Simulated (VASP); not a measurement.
# Sc3Al (P4/mmm) in VASP: a series of runs

Runs on Sc3Al. Level: PBEsol. Tasks: single point.

Everything below comes from runs of VASP 6.6.1. Logs are shortened: lines on timing, memory, paths and dates and some standing lists are left out, and cuts for length are marked.

## (1) The cell of the first run

Symmetry: P4/mmm, No. 123, tetragonal system. The conventional cell has a = 4.309 Å, b = 4.309 Å, c = 4.440 Å, α = 90.00°, β = 90.00°, γ = 90.00°. Within 4.0 Å of Sc (site symmetry mmm) lie 8 Sc at 3.05 to 3.09 Å and 4 Al at 3.09 Å. Sc (site symmetry 4/mmm) has 4 Al at 3.05 Å and 8 Sc at 3.09 Å within 4.0 Å. Within 4.0 Å of Al (site symmetry 4/mmm) lie 12 Sc at 3.05 to 3.09 Å.

## (2) Single point, PBEsol (strain -0.015 along x and y, +0.015 along z)

INCAR

```
SYSTEM = Sc3Al
ALGO = Fast ; EDIFF = 1E-6
ENCUT = 520 ; GGA = PS
ISIF = 2 ; ISMEAR = 0
LASPH = .True. ; LCHARG = .True.
LELF = .True. ; LREAL = .False.
LVHAR = .True. ; LWAVE = .False.
NBANDS = 26 ; NELM = 60
PREC = Accurate ; SIGMA = 0.15
```

KPOINTS

```
k-points
0
Gamma
  12 12 12
  0 0 0
```

POSCAR

```
Sc3Al
1.0
    4.3091730737      0.0000000000      0.0000000000
    0.0000000000      4.3091730737      0.0000000000
    0.0000000000      0.0000000000      4.4404169237
Sc Al
3 1
Direct
    0.5000000000      0.0000000000      0.5000000000
    0.0000000000      0.5000000000      0.5000000000
    0.5000000000      0.5000000000      0.0000000000
    0.0000000000      0.0000000000      0.0000000000
```

Potentials or basis: VASP PAW PBE potentials, release 64 (Sc_sv, Al).

The run is started by

```
$ cat potpaw_PBE.64/Sc_sv/POTCAR potpaw_PBE.64/Al/POTCAR > POTCAR
$ mpirun -np 1 vasp_std > vasp.out
```

OUTCAR:

```text
SYSTEM = Sc3Al
   EDIFF = 1E-6
   ENCUT = 520
   GGA = PS
   ISIF = 2
   ISMEAR = 0
   LASPH = .True.
   LREAL = .False.
   NELM = 60
   PREC = Accurate

 ion  position               nearest neighbor table
   1  0.500  0.000  0.500-   2 3.05   2 3.05   2 3.05   2 3.05   4 3.09   3 3.09   3 3.09   3 3.09
                             4 3.09   4 3.09   4 3.09   3 3.09
   2  0.000  0.500  0.500-   1 3.05   1 3.05   1 3.05   1 3.05   4 3.09   3 3.09   4 3.09   4 3.09
                             4 3.09   3 3.09   3 3.09   3 3.09
   3  0.500  0.500  0.000-   4 3.05   4 3.05   4 3.05   4 3.05   2 3.09   1 3.09   2 3.09   1 3.09
                             2 3.09   1 3.09   2 3.09   1 3.09
   4  0.000  0.000  0.000-   3 3.05   3 3.05   3 3.05   3 3.05   2 3.09   2 3.09   2 3.09   2 3.09
                             1 3.09   1 3.09   1 3.09   1 3.09

  LATTYP: Found a simple tetragonal cell.
 ALAT       =     4.3091730737
 C/A-ratio  =     1.0304568528

  Lattice vectors:

 A1 = (   4.3091730737,   0.0000000000,   0.0000000000)
 A2 = (   0.0000000000,   4.3091730737,   0.0000000000)
 A3 = (   0.0000000000,   0.0000000000,   4.4404169237)

Analysis of symmetry for initial positions (statically):
=====================================================================
 Subroutine PRICEL returns:
 Original cell was already a primitive cell.

 Routine SETGRP: Setting up the symmetry group for a
 simple tetragonal supercell.

 Subroutine GETGRP returns: Found 16 space group operations
 (whereof 16 operations were pure point group operations)
 out of a pool of 16 trial point group operations.

The static configuration has the point symmetry D_4h.

Analysis of symmetry for dynamics (positions and initial velocities):
=====================================================================
 Subroutine PRICEL returns:
 Original cell was already a primitive cell.

 Routine SETGRP: Setting up the symmetry group for a
 simple tetragonal supercell.

 Subroutine GETGRP returns: Found 16 space group operations
 (whereof 16 operations were pure point group operations)
 out of a pool of 16 trial point group operations.

The dynamic configuration has the point symmetry D_4h.

 Subroutine INISYM returns: Found 16 space group operations
 (whereof 16 operations are pure point group operations),
 and found     1 'primitive' translations

----------------------------------------------------------------------------------------

                                     Primitive cell

  volume of cell :      82.4540

  direct lattice vectors                    reciprocal lattice vectors
     4.309173074  0.000000000  0.000000000     0.232063086  0.000000000  0.000000000
     0.000000000  4.309173074  0.000000000     0.000000000  0.232063086  0.000000000
     0.000000000  0.000000000  4.440416924     0.000000000  0.000000000  0.225204078

  length of vectors
     4.309173074  4.309173074  4.440416924     0.232063086  0.232063086  0.225204078

  position of ions in fractional coordinates (direct lattice)
     0.500000000  0.000000000  0.500000000
     0.000000000  0.500000000  0.500000000
     0.500000000  0.500000000  0.000000000
     0.000000000  0.000000000  0.000000000

  ion indices of the primitive-cell ions
   primitive index   ion index
                 1           1
                 2           2
                 3           3
                 4           4

----------------------------------------------------------------------------------------

 KPOINTS: k-points

Automatic generation of k-mesh.
 Grid dimensions read from file:
 generate k-points for:   12   12   12

 Generating k-lattice:

  Cartesian coordinates                     Fractional coordinates (reciprocal lattice)
     0.019338590  0.000000000  0.000000000     0.083333333  0.000000000  0.000000000
     0.000000000  0.019338590  0.000000000     0.000000000  0.083333333  0.000000000
     0.000000000  0.000000000  0.018767007     0.000000000  0.000000000  0.083333333

  Length of vectors
     0.019338590  0.019338590  0.018767007

  Shift w.r.t. Gamma in fractional coordinates (k-lattice)
     0.000000000  0.000000000  0.000000000

 Subroutine IBZKPT returns following result:
 ===========================================

 Found    196 irreducible k-points:

 Following reciprocal coordinates:
            Coordinates               Weight
  0.000000  0.000000  0.000000      1.000000
  0.083333  0.000000  0.000000      4.000000
  0.166667  0.000000  0.000000      4.000000
  0.250000  0.000000  0.000000      4.000000
  0.333333  0.000000  0.000000      4.000000
  0.416667  0.000000  0.000000      4.000000
[... 16 lines left out ...]
  0.333333  0.333333  0.000000      4.000000
  0.416667  0.333333  0.000000      8.000000
 [... further k-points ...]
   k-points           NKPTS =    196   k-points in BZ     NKDIM =    196   number of bands    NBANDS=     26
   number of dos      NEDOS =    301   number of ions     NIONS =      4
   total plane-waves  NPLWV =  36864
   dimension x,y,z NGX =    32 NGY =   32 NGZ =   36
   dimension x,y,z NGXF=    64 NGYF=   64 NGZF=   72
   ions per type =               3   1
   NGX,Y,Z   is equivalent  to a cutoff of  12.35, 12.35, 13.48 a.u.
   NGXF,Y,Z  is equivalent  to a cutoff of  24.69, 24.69, 26.96 a.u.
 SYSTEM =  Sc3Al
   PREC   = accura    normal or accurate (medium, high low for compatibility)
   ISTART =      0    job   : 0-new  1-cont  2-samecut
   ICHARG =      2    charge: 1-file 2-atom 10-const
   ISPIN  =      1    spin polarized calculation?
   LNONCOLLINEAR =      F non collinear calculations
   LSORBIT =      F    spin-orbit coupling
   LASPH  =      T    aspherical Exc in radial PAW
   ENCUT  =  520.0 eV  38.22 Ry    6.18 a.u.   8.01  8.01  8.26*2*pi/ulx,y,z
   NELM   =     60;   NELMIN=  2; NELMDL= -5     # of ELM steps
   EDIFF  = 0.1E-05   stopping-criterion for ELM
   LREAL  =      F    real-space projection
   EDIFFG = 0.1E-04   stopping-criterion for IOM
   NSW    =      0    number of steps for IOM
   IBRION =     -1    ionic relax: 0-MD 1-quasi-New 2-CG
   NFREE  =      0    steps in history (QN), initial steepest desc. (CG)
   ISIF   =      2    stress and relaxation
   ISYM   =      2    0-nonsym 1-usesym 2-fastsym
   POTIM  = 0.5000    time-step for ionic-motion
   TEBEG  =    0.0;   TEEND  =   0.0 temperature during run
   PSTRESS=    0.0 pullay stress
   NELECT =      36.0000    total number of electrons
   NUPDOWN=      -1.0000    fix difference up-down
   EMIN   =  10.00;   EMAX   =-10.00  energy-range for DOS
   EFERMI =   0.00;   METHOD = LEGACY
   ISMEAR =     0;   SIGMA  =   0.15  broadening in eV -4-tet -1-fermi 0-gaus
   EFERMI_NEDOS =   21; number of points for ismear=-14 and -15
   IALGO  =     68    algorithm
   IMIX   =      4    mixing-type and parameters
     AMIX     =   0.40;   BMIX     =  1.00
     AMIX_MAG =   1.60;   BMIX_MAG =  1.00
  volume/ion in A,a.u.               =      20.61       139.11
  Fermi-wavevector in a.u.,A,eV,Ry     =   1.241953  2.346951 20.986265  1.542447
  Thomas-Fermi vector in A             =   2.376328
   LORBIT       =      0    0 simple, 1 ext, 2 COOP (PROOUT), +10 PAW based schemes
   GGA     = PS    functional components
   LHFCALC =     F    Hartree Fock is set to
   AEXX    =    0.0000 exact exchange contribution
   IVDW    =     0    specifies the selected vdW correction
   LEPSILON=     F    determine dielectric tensor
   LRPA    =     F    only Hartree local field effects (RPA)
 non-spin polarized calculation
 RMM-DIIS sequential band-by-band and
 Gauss-broadening in eV      SIGMA  =   0.15
  energy-cutoff  :      520.00
  volume of cell :       82.45
 maximum number of plane-waves:      2264
   NGX = 17   NGY = 17   NGZ = 17

 number of electron      36.0000000 magnetization

 Free energy of the ion-electron system (eV)
  ---------------------------------------------------
  ext. energy  EPLUGINS =         0.00000000
  ---------------------------------------------------
  free energy    TOTEN  =       -24.95506585 eV

  energy without entropy =      -24.89450663  energy(sigma->0) =      -24.92478624

 E-fermi :   4.9500     XC(G=0): -10.4241

 val. band max:        4.9480874232   @ k =   0.1667   0.1667   0.2500
 cond. band min:       4.9510945944   @ k =   0.0000   0.0000   0.4167
 fundamental gap:      0.0030071712
 Fermi energy:         4.9499879922

 k-point     1 :       0.0000    0.0000    0.0000
  band No.  band energies     occupation
      1     -44.1204      2.00000
      2     -43.9977      2.00000
      3     -43.9907      2.00000
      4     -23.0587      2.00000
      5     -23.0555      2.00000
      6     -23.0555      2.00000
[... 18 lines left out ...]
     25       7.4761      0.00000
     26       8.6214      0.00000

 k-point     2 :       0.0833    0.0000    0.0000
  band No.  band energies     occupation
      1     -44.1184      2.00000
      2     -43.9982      2.00000
      3     -43.9921      2.00000
      4     -23.0540      2.00000
      5     -23.0502      2.00000
      6     -23.0486      2.00000
[... 18 lines left out ...]
     25       7.5469      0.00000
     26       8.5494      0.00000

 k-point     3 :       0.1667    0.0000    0.0000
  band No.  band energies     occupation
      1     -44.1126      2.00000
      2     -44.0014      2.00000
      3     -43.9947      2.00000
      4     -23.0406      2.00000
      5     -23.0349      2.00000
      6     -23.0282      2.00000
[... 572 lines left out ...]
 k-point    23 :       0.3333    0.3333    0.0000
  band No.  band energies     occupation
      1     -44.0700      2.00000
      2     -44.0254      2.00000
      3     -44.0119      2.00000
      4     -23.0499      2.00000
      5     -22.9462      2.00000
      6     -22.9270      2.00000
[... 18 lines left out ...]
     25       7.6017      0.00000
     26       8.0182      0.00000

 k-point    24 :       0.4167    0.3333    0.0000
  band No.  band energies     occupation
      1     -44.0605      2.00000
      2     -44.0321      2.00000
      3     -44.0145      2.00000
      4     -23.0428      2.00000
      5     -22.9854      2.00000
      6     -22.9008      2.00000
[... 18 lines left out ...]
     25       7.6488      0.00000
     26       8.0259      0.00000

 [... further k-points ...]

------------------------ aborting loop because EDIFF is reached ----------------------------------------

  FORCE on cell =-STRESS in cart. coord.  units (eV):
  Direction    XX          YY          ZZ          XY          YZ          ZX
  --------------------------------------------------------------------------------------
  -------------------------------------------------------------------------------------
  Total        0.9612138      0.9612138     -0.1142916      0.0000000      0.0000000      0.0000000
  in kB       18.6775085     18.6775085     -2.2208193      0.0000000      0.0000000      0.0000000
  external PRESSURE =      11.7113992 kB  Pullay stress =       0.0000000 kB

 VOLUME and BASIS-vectors are now :
 -----------------------------------------------------------------------------
  energy-cutoff  :      520.00
  volume of cell :       82.45
      direct lattice vectors                 reciprocal lattice vectors
     4.309173074  0.000000000  0.000000000     0.232063086  0.000000000  0.000000000
     0.000000000  4.309173074  0.000000000     0.000000000  0.232063086  0.000000000
     0.000000000  0.000000000  4.440416924     0.000000000  0.000000000  0.225204078

 POSITION                                       TOTAL-FORCE (eV/Angst)
 -----------------------------------------------------------------------------------
      2.15459      0.00000      2.22021         0.000000      0.000000      0.000000
      0.00000      2.15459      2.22021         0.000000      0.000000      0.000000
      2.15459      2.15459      0.00000         0.000000      0.000000      0.000000
      0.00000      0.00000      0.00000         0.000000      0.000000      0.000000
 -----------------------------------------------------------------------------------
    total drift:                                0.000000     -0.000000     -0.000000

  FREE ENERGIE OF THE ION-ELECTRON SYSTEM (eV)
  ---------------------------------------------------
  free  energy   TOTEN  =       -24.9550658496 eV

  energy  without entropy=      -24.8945066308  energy(sigma->0) =      -24.92478624
```

Wall time 5 min (1 thread of Intel Xeon Platinum 8259CL at 2.50GHz (Skylake/Cascade Lake), shared host); peak memory 0.45 GiB.

What came out:

* Free energy: -24.9551 eV
* Pressure: 1.2 GPa
* Band gap on the k mesh: zero (bands 18 and 19 overlap by 1.35 eV)

Stress tensor (GPa, compression positive):
```
 1.87  0.00  0.00
 0.00  1.87  0.00
 0.00  0.00 -0.22
```

Caveat: the cell differs from its parent crystal (strain -0.015 along x and y, +0.015 along z); the PAW data sets were made with another functional, which shifts forces and pressure a little.

## (3) Single point, PBEsol (strain -0.015 along x and y, +0.030 along z)

INCAR

```
  PREC = Accurate
  ENCUT = 520
  EDIFF = 1E-7
  ISMEAR = 0
  SIGMA = 0.15
  LREAL = F
  LASPH = T
  NELM = 80
  ALGO = Fast
  ISIF = 2
  LWAVE = F
  LCHARG = F
  GGA = PS
  NBANDS = 26
```

KPOINTS

```
Automatic mesh
0
Gamma
  12 12 12
```

POSCAR, as its differences from that of step 2:

```diff
@@ -4,3 +4,3 @@
     0.0000000000      4.3091730737      0.0000000000
-    0.0000000000      0.0000000000      4.4404169237
+    0.0000000000      0.0000000000      4.5060388487
 Sc Al
```

Potentials or basis: VASP PAW PBE potentials, release 64 (Sc_sv, Al).

The run is started by

```
$ cat potpaw_PBE.64/Sc_sv/POTCAR potpaw_PBE.64/Al/POTCAR > POTCAR
$ mpirun -np 1 vasp_std > vasp.out
```

Run time: 6.3 min. Hardware: 1 thread of Intel Xeon Platinum 8259CL at 2.50GHz (Skylake/Cascade Lake), shared host; peak memory 0.45 GiB.

Results (log left out):

```
Free energy            : -24.9476 eV
Pressure               : 0.2 GPa
Band gap on the k mesh : zero (bands 18 and 19 overlap by 1.37 eV)
```

Stress tensor (GPa, compression positive):
```
 1.19  0.00  0.00
 0.00  1.19  0.00
 0.00  0.00 -1.87
```

Levels at points of the mesh, in eV from the Fermi level:
| k point | band 16 | band 17 | band 18 | band 19 | band 20 | band 21 |
| --- | --- | --- | --- | --- | --- | --- |
| (0.00, 0.00, 0.00) | -0.98 | -0.46 | -0.46 | -0.39 | 0.34 | 0.91 |
| (0.50, 0.00, 0.00) | -1.01 | -0.69 | 0.13 | 0.18 | 0.75 | 1.00 |
| (0.50, 0.50, 0.00) | -1.36 | -1.12 | 0.07 | 0.45 | 0.45 | 1.04 |
| (0.00, 0.00, 0.50) | -0.70 | -0.70 | 0.03 | 0.16 | 1.00 | 1.00 |
| (0.50, 0.00, 0.50) | -1.51 | -0.87 | 0.32 | 0.46 | 0.53 | 1.17 |
| (0.50, 0.50, 0.50) | -1.49 | -1.11 | -1.11 | -1.05 | 0.55 | 1.34 |

Caveat: the cell differs from its parent crystal (strain -0.015 along x and y, +0.030 along z); the PAW data sets were made with another functional, which shifts forces and pressure a little.
